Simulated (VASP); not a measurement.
# FeNi3 (Pm-3m) in VASP: notebook

The runs below take FeNi3 through single point, with PBEsol.

Everything below comes from runs of VASP 6.6.1. Logs are shortened: lines on timing, memory, paths and dates and some standing lists are left out, and cuts for length are marked.

### Step 1. The cell of the first run

The structure is cubic, space group Pm-3m (No. 221). The conventional cell has a = 3.441 Å, b = 3.441 Å, c = 3.441 Å, α = 90.00°, β = 90.00°, γ = 90.00°. Within 3.2 Å of Ni (site symmetry 4/mmm) lie 8 Ni at 2.43 Å and 4 Fe at 2.43 Å. Within 3.2 Å of Fe (site symmetry m-3m) lie 12 Ni at 2.43 Å.

### Step 2. Single point, PBEsol, collinear spin, ferromagnetic start

The input, INCAR:

```
SYSTEM = FeNi3
  PREC = Accurate
  ENCUT = 520
  EDIFF = 1E-6
  ISMEAR = -1
  SIGMA = 0.05
  LREAL = .FALSE.
  LASPH = .TRUE.
  NELM = 150
  ALGO = Fast
  ISIF = 2
  LWAVE = .FALSE.
  LCHARG = .FALSE.
  ISPIN = 2
  MAGMOM = 1 1 1 3
  LORBIT = 11
  LMAXMIX = 4
  GGA = PS
  NBANDS = 31
```

The input, KPOINTS:

```
Automatic mesh
0
G
  8 8 8
  0 0 0
```

The input, POSCAR:

```
FeNi3
1.0
    3.4413264083      0.0000000000      0.0000000000
    0.0000000000      3.4413264083      0.0000000000
    0.0000000000      0.0000000000      3.4413264083
Ni Fe
3 1
Direct
    0.5000000000      0.5000000000      0.0000000000
    0.5000000000      0.0000000000      0.5000000000
    0.0000000000      0.5000000000      0.5000000000
    0.0000000000      0.0000000000      0.0000000000
```

Potentials or basis: VASP PAW PBE potentials, release 64 (Ni, Fe).

Run with:

```sh
$ cat potpaw_PBE.64/Ni/POTCAR potpaw_PBE.64/Fe/POTCAR > POTCAR
$ mpirun -np 1 vasp_std > vasp.out
```

OUTCAR:

```text
SYSTEM = FeNi3
   PREC = Accurate
   ENCUT = 520
   EDIFF = 1E-6
   ISMEAR = -1
   LREAL = .FALSE.
   LASPH = .TRUE.
   NELM = 150
   ISIF = 2
   ISPIN = 2
   LORBIT = 11
   GGA = PS

 ion  position               nearest neighbor table
   1  0.500  0.500  0.000-   2 2.43   3 2.43   4 2.43   2 2.43   3 2.43   2 2.43   4 2.43   2 2.43
                             3 2.43   4 2.43   3 2.43   4 2.43
   2  0.500  0.000  0.500-   1 2.43   3 2.43   4 2.43   1 2.43   4 2.43   1 2.43   3 2.43   1 2.43
                             3 2.43   4 2.43   4 2.43   3 2.43
   3  0.000  0.500  0.500-   1 2.43   2 2.43   4 2.43   1 2.43   4 2.43   2 2.43   4 2.43   4 2.43
                             1 2.43   2 2.43   1 2.43   2 2.43
   4  0.000  0.000  0.000-   1 2.43   2 2.43   3 2.43   2 2.43   3 2.43   1 2.43   3 2.43   3 2.43
                             1 2.43   2 2.43   2 2.43   1 2.43

  LATTYP: Found a simple cubic cell.
 ALAT       =     3.4413264083

  Lattice vectors:

 A1 = (   3.4413264083,   0.0000000000,   0.0000000000)
 A2 = (   0.0000000000,   3.4413264083,   0.0000000000)
 A3 = (   0.0000000000,   0.0000000000,   3.4413264083)

Analysis of symmetry for initial positions (statically):
=====================================================================
 Subroutine PRICEL returns:
 Original cell was already a primitive cell.

 Routine SETGRP: Setting up the symmetry group for a
 simple cubic supercell.

 Subroutine GETGRP returns: Found 48 space group operations
 (whereof 48 operations were pure point group operations)
 out of a pool of 48 trial point group operations.

The static configuration has the point symmetry O_h .

Analysis of symmetry for dynamics (positions and initial velocities):
=====================================================================
 Subroutine PRICEL returns:
 Original cell was already a primitive cell.

 Routine SETGRP: Setting up the symmetry group for a
 simple cubic supercell.

 Subroutine GETGRP returns: Found 48 space group operations
 (whereof 48 operations were pure point group operations)
 out of a pool of 48 trial point group operations.

The dynamic configuration has the point symmetry O_h .

Analysis of structural, dynamic, and magnetic symmetry:
=====================================================================
 Subroutine PRICEL returns:
 Original cell was already a primitive cell.

 Routine SETGRP: Setting up the symmetry group for a
 simple cubic supercell.

 Subroutine GETGRP returns: Found 48 space group operations
 (whereof 48 operations were pure point group operations)
 out of a pool of 48 trial point group operations.

The overall configuration has the point symmetry O_h .

 Subroutine INISYM returns: Found 48 space group operations
 (whereof 48 operations are pure point group operations),
 and found     1 'primitive' translations

----------------------------------------------------------------------------------------

                                     Primitive cell

  volume of cell :      40.7547

  direct lattice vectors                    reciprocal lattice vectors
     3.441326408  0.000000000  0.000000000     0.290585629  0.000000000  0.000000000
     0.000000000  3.441326408  0.000000000     0.000000000  0.290585629  0.000000000
     0.000000000  0.000000000  3.441326408     0.000000000  0.000000000  0.290585629

  length of vectors
     3.441326408  3.441326408  3.441326408     0.290585629  0.290585629  0.290585629

  position of ions in fractional coordinates (direct lattice)
     0.500000000  0.500000000  0.000000000
     0.500000000  0.000000000  0.500000000
     0.000000000  0.500000000  0.500000000
     0.000000000  0.000000000  0.000000000

  ion indices of the primitive-cell ions
   primitive index   ion index
                 1           1
                 2           2
                 3           3
                 4           4

----------------------------------------------------------------------------------------

 KPOINTS: Automatic mesh

Automatic generation of k-mesh.
 Grid dimensions read from file:
 generate k-points for:    8    8    8

 Generating k-lattice:

  Cartesian coordinates                     Fractional coordinates (reciprocal lattice)
     0.036323204  0.000000000  0.000000000     0.125000000  0.000000000  0.000000000
     0.000000000  0.036323204  0.000000000     0.000000000  0.125000000  0.000000000
     0.000000000  0.000000000  0.036323204     0.000000000  0.000000000  0.125000000

  Length of vectors
     0.036323204  0.036323204  0.036323204

  Shift w.r.t. Gamma in fractional coordinates (k-lattice)
     0.000000000  0.000000000  0.000000000

 Subroutine IBZKPT returns following result:
 ===========================================

 Found     35 irreducible k-points:

 Following reciprocal coordinates:
            Coordinates               Weight
  0.000000  0.000000  0.000000      1.000000
  0.125000  0.000000  0.000000      6.000000
  0.250000  0.000000  0.000000      6.000000
  0.375000  0.000000  0.000000      6.000000
  0.500000  0.000000  0.000000      3.000000
  0.125000  0.125000  0.000000     12.000000
[... 16 lines left out ...]
  0.375000  0.375000  0.125000     24.000000
  0.500000  0.375000  0.125000     24.000000
 [... further k-points ...]
   k-points           NKPTS =     35   k-points in BZ     NKDIM =     35   number of bands    NBANDS=     31
   number of dos      NEDOS =    301   number of ions     NIONS =      4
   total plane-waves  NPLWV =  21952
   dimension x,y,z NGX =    28 NGY =   28 NGZ =   28
   dimension x,y,z NGXF=    56 NGYF=   56 NGZF=   56
   ions per type =               3   1
   NGX,Y,Z   is equivalent  to a cutoff of  13.53, 13.53, 13.53 a.u.
   NGXF,Y,Z  is equivalent  to a cutoff of  27.05, 27.05, 27.05 a.u.
 SYSTEM =  FeNi3
   PREC   = accura    normal or accurate (medium, high low for compatibility)
   ISTART =      0    job   : 0-new  1-cont  2-samecut
   ICHARG =      2    charge: 1-file 2-atom 10-const
   ISPIN  =      2    spin polarized calculation?
   LNONCOLLINEAR =      F non collinear calculations
   LSORBIT =      F    spin-orbit coupling
   LASPH  =      T    aspherical Exc in radial PAW
   ENCUT  =  520.0 eV  38.22 Ry    6.18 a.u.   6.40  6.40  6.40*2*pi/ulx,y,z
   NELM   =    150;   NELMIN=  2; NELMDL= -5     # of ELM steps
   EDIFF  = 0.1E-05   stopping-criterion for ELM
   LREAL  =      F    real-space projection
   EDIFFG = 0.1E-04   stopping-criterion for IOM
   NSW    =      0    number of steps for IOM
   IBRION =     -1    ionic relax: 0-MD 1-quasi-New 2-CG
   NFREE  =      0    steps in history (QN), initial steepest desc. (CG)
   ISIF   =      2    stress and relaxation
   ISYM   =      2    0-nonsym 1-usesym 2-fastsym
   POTIM  = 0.5000    time-step for ionic-motion
   TEBEG  =    0.0;   TEEND  =   0.0 temperature during run
   PSTRESS=    0.0 pullay stress
   NELECT =      38.0000    total number of electrons
   NUPDOWN=      -1.0000    fix difference up-down
   EMIN   =  10.00;   EMAX   =-10.00  energy-range for DOS
   EFERMI =   0.00;   METHOD = LEGACY
   ISMEAR =    -1;   SIGMA  =   0.05  broadening in eV -4-tet -1-fermi 0-gaus
   EFERMI_NEDOS =   21; number of points for ismear=-14 and -15
   IALGO  =     68    algorithm
   IMIX   =      4    mixing-type and parameters
     AMIX     =   0.40;   BMIX     =  1.00
     AMIX_MAG =   1.60;   BMIX_MAG =  1.00
  volume/ion in A,a.u.               =      10.19        68.76
  Fermi-wavevector in a.u.,A,eV,Ry     =   1.599350  3.022333 34.802617  2.557920
  Thomas-Fermi vector in A             =   2.696657
   LORBIT       =     11    0 simple, 1 ext, 2 COOP (PROOUT), +10 PAW based schemes
   GGA     = PS    functional components
   LHFCALC =     F    Hartree Fock is set to
   AEXX    =    0.0000 exact exchange contribution
   IVDW    =     0    specifies the selected vdW correction
   LEPSILON=     F    determine dielectric tensor
   LRPA    =     F    only Hartree local field effects (RPA)
 spin polarized calculation
 RMM-DIIS sequential band-by-band and
  energy-cutoff  :      520.00
  volume of cell :       40.75
 maximum number of plane-waves:      1110
 NGX is ok and might be reduce to    28
   NGX = 13   NGY = 13   NGZ = 13

 number of electron      37.9999980 magnetization       4.5669337

 Free energy of the ion-electron system (eV)
  ---------------------------------------------------
  ext. energy  EPLUGINS =         0.00000000
  ---------------------------------------------------
  free energy    TOTEN  =       -27.60235641 eV

  energy without entropy =      -27.57728249  energy(sigma->0) =      -27.58981945

 E-fermi :   9.5996     XC(G=0): -13.8454

 val. band max:        9.5972057906   @ k =   0.2500   0.2500   0.1250
 cond. band min:       9.5997596269   @ k =   0.5000   0.3750   0.1250
 fundamental gap:      0.0025538363
 Fermi energy:         9.5995952393

 spin component 1

 k-point     1 :       0.0000    0.0000    0.0000
  band No.  band energies     occupation
      1      -0.1353      1.00000
      2       3.7950      1.00000
      3       3.7950      1.00000
      4       4.4094      1.00000
      5       4.6010      1.00000
      6       4.6010      1.00000
[... 805 lines left out ...]
     30      24.2553      0.00000
     31      26.7738      0.00000

 [... further k-points ...]

 spin component 2

 k-point     1 :       0.0000    0.0000    0.0000
  band No.  band energies     occupation
      1      -0.0425      1.00000
      2       4.7529      1.00000
      3       4.7530      1.00000
      4       4.7877      1.00000
      5       5.5185      1.00000
      6       5.5185      1.00000
[... 805 lines left out ...]
     30      24.7029      0.00000
     31      26.9530      0.00000

 [... further k-points ...]
[... 5 lines left out ...]
  --------------------------------------------------------------------------------------
  -------------------------------------------------------------------------------------
  Total        2.4850571      2.4850571      2.4850571      0.0000000      0.0000000     -0.0000000
  in kB       97.6943294     97.6943294     97.6943294      0.0000000      0.0000000     -0.0000000
  external PRESSURE =      97.6943294 kB  Pullay stress =       0.0000000 kB

 VOLUME and BASIS-vectors are now :
 -----------------------------------------------------------------------------
  energy-cutoff  :      520.00
  volume of cell :       40.75
      direct lattice vectors                 reciprocal lattice vectors
     3.441326408  0.000000000  0.000000000     0.290585629  0.000000000  0.000000000
     0.000000000  3.441326408  0.000000000     0.000000000  0.290585629  0.000000000
     0.000000000  0.000000000  3.441326408     0.000000000  0.000000000  0.290585629

 POSITION                                       TOTAL-FORCE (eV/Angst)
 -----------------------------------------------------------------------------------
      1.72066      1.72066      0.00000         0.000000      0.000000      0.000000
      1.72066      0.00000      1.72066         0.000000      0.000000      0.000000
      0.00000      1.72066      1.72066         0.000000      0.000000      0.000000
      0.00000      0.00000      0.00000         0.000000      0.000000      0.000000
 -----------------------------------------------------------------------------------
    total drift:                                0.000000      0.000000      0.000000

  FREE ENERGIE OF THE ION-ELECTRON SYSTEM (eV)
  ---------------------------------------------------
  free  energy   TOTEN  =       -27.6023564069 eV

  energy  without entropy=      -27.5772824920  energy(sigma->0) =      -27.58981945

 total charge

# of ion       s       p       d       tot
------------------------------------------
    1        0.546   0.599   8.368   9.513
    2        0.546   0.599   8.368   9.513
    3        0.546   0.599   8.368   9.513
    4        0.513   0.582   6.192   7.287
--------------------------------------------------
tot          2.150   2.379  31.295  35.824

 magnetization (x)

# of ion       s       p       d       tot
------------------------------------------
    1       -0.016  -0.042   0.648   0.590
    2       -0.016  -0.042   0.648   0.590
    3       -0.016  -0.042   0.648   0.590
    4        0.008   0.002   2.761   2.772
--------------------------------------------------
tot         -0.038  -0.124   4.705   4.543
```

Run time: 1.8 min. Hardware: 1 thread of Oxide Virtual Turin-like, shared host; peak memory 0.18 GiB.

What came out:

```
Free energy                                           : -27.6024 eV
Pressure                                              : 9.8 GPa
Net moment                                            : 4.57 μB per cell
Site moments                                          : Ni +0.59; Fe +2.77 μB
Valence electrons inside the program's atomic spheres : Ni 9.51; Fe 7.29
```

Caveat: the cell stands under pressure; the PAW data sets were made with another functional, which shifts forces and pressure a little.

### Step 3. Single point, PBEsol, collinear spin, ferromagnetic start

This run uses another cell than the first one, of 10.39 Å³/atom.

The input, INCAR:

```
SYSTEM = FeNi3
  PREC = Accurate
  ENCUT = 520
  EDIFF = 1E-7
  ISMEAR = -1
  SIGMA = 0.05
  LREAL = .False.
  LASPH = .True.
  NELM = 150
  ALGO = Fast
  ISIF = 2
  LWAVE = .False.
  LCHARG = .False.
  ISPIN = 2
  MAGMOM = 1 1 1 3
  LORBIT = 11
  LMAXMIX = 4
  GGA = PS
  NBANDS = 31
```

The input, KPOINTS:

```
Automatic mesh
0
Gamma
  8 8 8
  0 0 0
```

The input, POSCAR:

```
FeNi3
1.0
    3.4638094101      0.0000000000      0.0000000000
    0.0000000000      3.4638094101      0.0000000000
    0.0000000000      0.0000000000      3.4638094101
Ni Fe
3 1
Direct
    0.5000000000      0.5000000000      0.0000000000
    0.5000000000      0.0000000000      0.5000000000
    0.0000000000      0.5000000000      0.5000000000
    0.0000000000      0.0000000000      0.0000000000
```

Potentials or basis: VASP PAW PBE potentials, release 64 (Ni, Fe).

Run with:

```sh
$ cat potpaw_PBE.64/Ni/POTCAR potpaw_PBE.64/Fe/POTCAR > POTCAR
$ mpirun -np 1 vasp_std > vasp.out
```

Wall time 2.2 min (1 thread of Oxide Virtual Turin-like, shared host); peak memory 0.18 GiB.

Results (log left out):

| Quantity | Value |
| --- | --- |
| Free energy | -27.6387 eV |
| Pressure | 4.8 GPa |
| Net moment | 4.61 μB per cell |
| Site moments | Ni +0.60; Fe +2.80 μB |
| Valence electrons inside the program's atomic spheres | Ni 9.47; Fe 7.24 |

Levels at points of the mesh, in eV from the Fermi level:
Spin up:
| k point | band 19 | band 20 | band 21 | band 22 | band 23 | band 24 |
| --- | --- | --- | --- | --- | --- | --- |
| (0.00, 0.00, 0.00) | -0.57 | -0.57 | -0.57 | 2.25 | 2.25 | 2.25 |
| (0.50, 0.00, 0.00) | -1.36 | -1.07 | -0.60 | -0.57 | 7.88 | 7.88 |
| (0.50, 0.50, 0.00) | -1.56 | -1.56 | 0.88 | 0.88 | 0.97 | 1.00 |
| (0.50, 0.50, 0.50) | -0.75 | -0.75 | -0.66 | -0.66 | -0.66 | -0.57 |
Spin down:
| k point | band 15 | band 16 | band 17 | band 18 | band 19 | band 20 |
| --- | --- | --- | --- | --- | --- | --- |
| (0.00, 0.00, 0.00) | 0.27 | 0.27 | 1.02 | 1.02 | 1.35 | 1.35 |
| (0.50, 0.00, 0.00) | -0.96 | -0.44 | -0.20 | -0.20 | 0.27 | 0.44 |
| (0.50, 0.50, 0.00) | -1.34 | -0.89 | -0.78 | 0.13 | 0.13 | 0.30 |
| (0.50, 0.50, 0.50) | -0.54 | -0.54 | 0.04 | 0.04 | 0.04 | 0.84 |

Caveat: the cell stands under pressure; the PAW data sets were made with another functional, which shifts forces and pressure a little.
